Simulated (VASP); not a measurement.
Here is a VASP 6.6.1 calculation.

Contents of INCAR:

```
PREC = Accurate ; ENCUT = 520
EDIFF = 1E-6 ; ISMEAR = 0
SIGMA = 0.1 ; LREAL = F
LASPH = T ; NELM = 150
ALGO = Normal ; ISIF = 2
LWAVE = F ; LCHARG = F
ISPIN = 2 ; MAGMOM = 0
LORBIT = 11 ; LMAXMIX = 4
GGA = PS ; IVDW = 13
NBANDS = 16
```

KPOINTS

```
regular mesh
0
Gamma
  8 8 8
```

The input POSCAR:

```
Sc
1.0
    0.0000000000      2.3268462047      2.3268462047
    2.3268462047      0.0000000000      2.3268462047
    2.3268462047      2.3268462047      0.0000000000
Sc
1
Direct
    0.0000000000      0.0000000000      0.0000000000
```

Potentials or basis: VASP PAW PBE potentials, release 64 (Sc_sv).

Run with:

```bash
$ cat potpaw_PBE.64/Sc_sv/POTCAR > POTCAR
$ mpirun -np 1 vasp_std > vasp.out
```

Task: Predict the net moment.

Result: 0.00 μB per cell.

Task: Predict the pressure.

Result: -4.2 GPa.

Task: Predict the dispersion energy per atom.

Result: -0.153 eV.

Caveat: the PAW data sets were made with another functional, which shifts forces and pressure a little; pairwise dispersion overbinds metals, which lowers pressure and volume.
